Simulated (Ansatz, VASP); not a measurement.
# Zr in VASP and in Ansatz

The input INCAR:

```
SYSTEM = Zr
ALGO = Normal
EDIFF = 1E-8
ENCUT = 520
ISIF = 2
ISMEAR = -1
LASPH = .TRUE.
LCHARG = .FALSE.
LEFG = .TRUE.
LREAL = .FALSE.
LWAVE = .FALSE.
NBANDS = 19
NELM = 100
PREC = Accurate
SIGMA = 0.03
```

File KPOINTS:

```
k-points
0
G
  13 13 7
  0 0 0
```

Contents of POSCAR:

```
Zr
1.0
    3.2427358370      0.0000000000      0.0000000000
   -1.6213679184      2.8082916125      0.0000000000
    0.0000000000      0.0000000000      5.1640997934
Zr
2
Direct
    0.3333333333      0.6666666667      0.2500000000
    0.6666666667      0.3333333333      0.7500000000
```

Input for Ansatz:

```yaml
crystal:
  lattice:
    - [3.242735837, 0.0, 0.0]
    - [-1.6213679184, 2.8082916125, 0.0]
    - [0.0, 0.0, 5.1640997934]
  atoms:
    - { symbol: Zr, position: [0.3333333333, 0.6666666667, 0.25] }
    - { symbol: Zr, position: [0.6666666667, 0.3333333333, 0.75] }
kpoints:
  mp_grid: { grid: [13, 13, 7] }
scf:
  occupations: { method: fermi_dirac, width: 0.03 }
hamiltonian:
  xc: lda
  pseudopotentials: { kind: paw }
output:
  forces: true
  stress: true
  eigenvalues: true
  efg: { contact_densities: true }
```

Change from the starting cell: volume scaled by 1.01, PAW files.

Alike in both runs: task electric field gradients; functional LDA; k mesh 13 × 13 × 7; occupations fermi-dirac, width 0.03 eV; no spin polarisation.

|  | VASP | Ansatz |
| --- | --- | --- |
| version | VASP 6.6.1 | Ansatz 0.2.0 |
| potentials or method | VASP PAW LDA potentials, release 64 (Zr_sv) | PAW with Ansatz's default frozen-core files, scalar-relativistic |
| plane-wave cutoff (eV) | 520 | 420 |
| valence electrons in the cell | 24 | 24 |

|  | VASP | Ansatz | Ansatz less VASP |
| --- | --- | --- | --- |
| pressure (GPa) | -6.8 | -6.9 | -0.08 |
| traceless stress, the component that is largest in VASP (GPa) | 0.51 | 0.50 | -0.014 |
| size of Vzz on the site where it differs most (V/Å²) | 39.8 | 39.9 | +0.14 |

LDA's correlation is that of Perdew and Zunger in VASP and of Perdew and Wang (1992) in Ansatz.
